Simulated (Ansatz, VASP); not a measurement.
**One calculation of Ti3Se, two programs**

File INCAR:

```
SYSTEM = Ti3Se
ALGO = Normal
EDIFF = 1E-7
ENCUT = 520
ISIF = 2
ISMEAR = -1
LASPH = .TRUE.
LCHARG = .FALSE.
LREAL = .FALSE.
LWAVE = .FALSE.
NBANDS = 29
NELM = 100
PREC = Accurate
SIGMA = 0.05
```

Contents of KPOINTS:

```
k-points
0
G
  10 10 4
  0 0 0
```

Contents of POSCAR:

```
Ti3Se
1.0
    3.1321732920      0.0000000000      0.0000000000
   -1.5660866460      2.7125416399      0.0000000000
    0.0000000000      0.0000000000      7.7806026671
Se Ti
1 3
Direct
    0.0000000000      0.0000000000      0.0000000000
    0.6666666667      0.3333333333      0.5000000000
    0.3333333333      0.6666666667      0.7729020000
    0.3333333333      0.6666666667      0.2270980000
```

Contents of input.yaml:

```yaml
crystal:
  lattice:
    - [3.132173292, 0.0, 0.0]
    - [-1.566086646, 2.7125416399, 0.0]
    - [0.0, 0.0, 7.7806026671]
  atoms:
    - { symbol: Se, position: [0.0, 0.0, 0.0] }
    - { symbol: Ti, position: [0.6666666667, 0.3333333333, 0.5] }
    - { symbol: Ti, position: [0.3333333333, 0.6666666667, 0.772902] }
    - { symbol: Ti, position: [0.3333333333, 0.6666666667, 0.227098] }
kpoints:
  mp_grid: { grid: [10, 10, 4] }
scf:
  occupations: { method: fermi_dirac, width: 0.05 }
hamiltonian:
  xc: lda
  pseudopotentials: { kind: all_electron, lapw: { basis_error: 0.002 } }
output:
  forces: true
  stress: true
  eigenvalues: true
```

Change from the starting cell: volume scaled by 0.94.

Alike in both runs: task single point; functional LDA; k mesh 10 × 10 × 4; occupations fermi-dirac, width 0.05 eV; no spin polarisation.

```csv
,VASP,Ansatz
version,VASP 6.6.1,Ansatz 0.2.0
potentials or method,"VASP PAW LDA potentials, release 64 (Se, Ti_sv), cutoff 520 eV","all-electron LAPW, scalar-relativistic"
```

```csv
,VASP,Ansatz,Ansatz less VASP
gap on the k mesh at the Fermi level (eV),none,none,-
pressure (GPa),-0.8,-1.0,-0.23
"traceless stress, the component that is largest in VASP (GPa)",-0.26,-0.26,-0.008
rms of the force components (eV/Å),0.052,0.038,-0.0137
```

LDA's correlation is that of Perdew and Zunger in VASP and of Perdew and Wang (1992) in Ansatz. Atom by atom the forces differ by 0.014 eV/Å (rms over components). A gap of «none» marks a metal or a gap that the smearing closes. Ansatz ran all-electron here, and VASP with PAW potentials.
